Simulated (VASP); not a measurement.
# AgBr (rocksalt type) (Fm-3m) in VASP: notebook, part 2 of 2

VASP 6.6.1.

**3. Electric field gradients, PBE (volume scaled by 1.05)**

The input, INCAR:

```
PREC = Accurate ; ENCUT = 400
EDIFF = 1E-8 ; ISMEAR = -1
SIGMA = 0.03 ; LREAL = False
LASPH = True ; NELM = 120
ALGO = Normal ; ISIF = 2
LWAVE = False ; LCHARG = False
GGA = PE ; LEFG = True
NBANDS = 16 ; GGA_COMPAT = False
```

The input, KPOINTS:

```
Automatic mesh
0
Gamma
  13 13 13
```

The input, POSCAR:

```
AgBr
1.0
    0.0000000000      2.9683326561      2.9683326561
    2.9683326561      0.0000000000      2.9683326561
    2.9683326561      2.9683326561      0.0000000000
Ag Br
1 1
Direct
    0.0000000000      0.0000000000      0.0000000000
    0.5000000000      0.5000000000      0.5000000000
```

Potentials or basis: VASP PAW PBE potentials, release 64 (Ag, Br).

Command:

```sh
> cat potpaw_PBE.64/Ag/POTCAR potpaw_PBE.64/Br/POTCAR > POTCAR
> mpirun -np 1 vasp_std > vasp.out
```

OUTCAR:

```text
PREC = Accurate
   ENCUT = 400
   EDIFF = 1E-8
   ISMEAR = -1
   LREAL = False
   LASPH = True
   NELM = 120
   ISIF = 2
   GGA = PE

 ion  position               nearest neighbor table
   1  0.000  0.000  0.000-   2 2.97   2 2.97   2 2.97   2 2.97   2 2.97   2 2.97
   2  0.500  0.500  0.500-   1 2.97   1 2.97   1 2.97   1 2.97   1 2.97   1 2.97

  LATTYP: Found a face centered cubic cell.
 ALAT       =     5.9366653122

  Lattice vectors:

 A1 = (   0.0000000000,   2.9683326561,   2.9683326561)
 A2 = (   2.9683326561,   0.0000000000,   2.9683326561)
 A3 = (   2.9683326561,   2.9683326561,   0.0000000000)

Analysis of symmetry for initial positions (statically):
=====================================================================
 Subroutine PRICEL returns:
 Original cell was already a primitive cell.

 Routine SETGRP: Setting up the symmetry group for a
 face centered cubic supercell.

 Subroutine GETGRP returns: Found 48 space group operations
 (whereof 48 operations were pure point group operations)
 out of a pool of 48 trial point group operations.

The static configuration has the point symmetry O_h .

Analysis of symmetry for dynamics (positions and initial velocities):
=====================================================================
 Subroutine PRICEL returns:
 Original cell was already a primitive cell.

 Routine SETGRP: Setting up the symmetry group for a
 face centered cubic supercell.

 Subroutine GETGRP returns: Found 48 space group operations
 (whereof 48 operations were pure point group operations)
 out of a pool of 48 trial point group operations.

The dynamic configuration has the point symmetry O_h .

[... 148 lines left out ...]
 cond. band min:       3.1580036529   @ k =   0.0000   0.0000   0.0000
 fundamental gap:      0.7281808601
 Fermi energy:         2.8553963007

 k-point     1 :       0.0000    0.0000    0.0000
  band No.  band energies     occupation
      1     -12.0234      2.00000
      2       0.0354      2.00000
      3       0.0354      2.00000
      4       0.0362      2.00000
      5       0.0362      2.00000
      6       0.0362      2.00000
[... 433 lines left out ...]
      3      -1.0565      2.00000
      4      -0.9402      2.00000
      5       0.1922      2.00000
      6       0.2839      2.00000
[... 8 lines left out ...]
     15      15.8374      0.00000
     16      15.9214      0.00000

 [... further k-points ...]
[... 5 lines left out ...]
  --------------------------------------------------------------------------------------
  -------------------------------------------------------------------------------------
  Total       -0.6123912     -0.6123912     -0.6123912      0.0000000     -0.0000000      0.0000000
  in kB      -18.7573654    -18.7573654    -18.7573654      0.0000000     -0.0000000      0.0000000
  external PRESSURE =     -18.7573654 kB  Pullay stress =       0.0000000 kB

 VOLUME and BASIS-vectors are now :
 -----------------------------------------------------------------------------
  energy-cutoff  :      400.00
  volume of cell :       52.31
      direct lattice vectors                 reciprocal lattice vectors
     0.000000000  2.968332656  2.968332656    -0.168444732  0.168444732  0.168444732
     2.968332656  0.000000000  2.968332656     0.168444732 -0.168444732  0.168444732
     2.968332656  2.968332656  0.000000000     0.168444732  0.168444732 -0.168444732

 POSITION                                       TOTAL-FORCE (eV/Angst)
 -----------------------------------------------------------------------------------
      0.00000      0.00000      0.00000        -0.000000     -0.000000     -0.000000
      2.96833      2.96833      2.96833         0.000000      0.000000      0.000000
 -----------------------------------------------------------------------------------
    total drift:                                0.000000      0.000000      0.000000

  FREE ENERGIE OF THE ION-ELECTRON SYSTEM (eV)
  ---------------------------------------------------
  free  energy   TOTEN  =        -4.9857401947 eV

  energy  without entropy=       -4.9857401641  energy(sigma->0) =       -4.98574018

 Electric field gradients (V/A^2)
---------------------------------------------------------------------
 ion       V_xx      V_yy      V_zz      V_xy      V_xz      V_yz
---------------------------------------------------------------------
   1      -0.000    -0.000    -0.000     0.001     0.001     0.001
   2      -0.000    -0.000     0.000     0.001     0.001     0.001
---------------------------------------------------------------------

 Electric field gradients after diagonalization (V/A^2)
 (convention: |V_zz| > |V_xx| > |V_yy|)
----------------------------------------------------------------------
 ion       V_xx      V_yy      V_zz     asymmetry (V_yy - V_xx)/ V_zz
----------------------------------------------------------------------
   1      -0.001    -0.001     0.002       0.000
   2      -0.001    -0.001     0.002       0.000
----------------------------------------------------------------------

           NMR quadrupolar parameters

 Cq : quadrupolar parameter    Cq=e*Q*V_zz/h
 eta: asymmetry parameters     (V_yy - V_xx)/ V_zz
 Q  : nuclear electric quadrupole moment in mb (millibarn)
----------------------------------------------------------------------
 ion       Cq(MHz)       eta       Q (mb)
----------------------------------------------------------------------
   1       0.000       0.000       1.000
   2       0.000       0.000       1.000
----------------------------------------------------------------------
```

OSZICAR:

```text
N       E                     dE             d eps       ncg     rms          rms(c)
DAV:   1     0.792013442370E+02    0.79201E+02   -0.72012E+03  2888   0.792E+02
DAV:   2    -0.244507221956E+01   -0.81646E+02   -0.75941E+02  3384   0.184E+02
DAV:   3    -0.510138286473E+01   -0.26563E+01   -0.26520E+01  3240   0.350E+01
DAV:   4    -0.511503653150E+01   -0.13654E-01   -0.13653E-01  3416   0.275E+00
DAV:   5    -0.511517287236E+01   -0.13634E-03   -0.13634E-03  3312   0.265E-01    0.450E+00
DAV:   6    -0.499021409909E+01    0.12496E+00   -0.18246E-01  3360   0.596E+00    0.300E+00
DAV:   7    -0.498553946503E+01    0.46746E-02   -0.66854E-02  2968   0.169E+00    0.138E+00
DAV:   8    -0.498561781584E+01   -0.78351E-04   -0.46901E-03  3232   0.672E-01    0.268E-01
DAV:   9    -0.498569757828E+01   -0.79762E-04   -0.51046E-04  3352   0.258E-01    0.419E-02
DAV:  10    -0.498573192822E+01   -0.34350E-04   -0.55885E-05  3472   0.875E-02    0.276E-02
DAV:  11    -0.498574037479E+01   -0.84466E-05   -0.15129E-05  3208   0.295E-02    0.599E-03
DAV:  12    -0.498574019042E+01    0.18437E-06   -0.72908E-07  3096   0.778E-03    0.246E-03
DAV:  13    -0.498574020464E+01   -0.14227E-07   -0.24203E-07  3160   0.329E-03    0.986E-04
DAV:  14    -0.498574019473E+01    0.99174E-08   -0.13321E-08  2872   0.831E-04
   1 F= -.49857402E+01 E0= -.49857402E+01  d E =-.306739E-07
```

It took 24 s on 1 thread of AMD EPYC 9R45 (Zen 5), shared host; peak memory 0.15 GiB.

What came out:

```
Free energy            : -4.9857 eV
Pressure               : -1.9 GPa
Band gap on the k mesh : 0.73 eV, indirect (least direct gap 2.29 eV)
```

Caveat: without QUAD_EFG the Cq values of the log hold for a quadrupole moment of 1 mb, not for the nuclei.
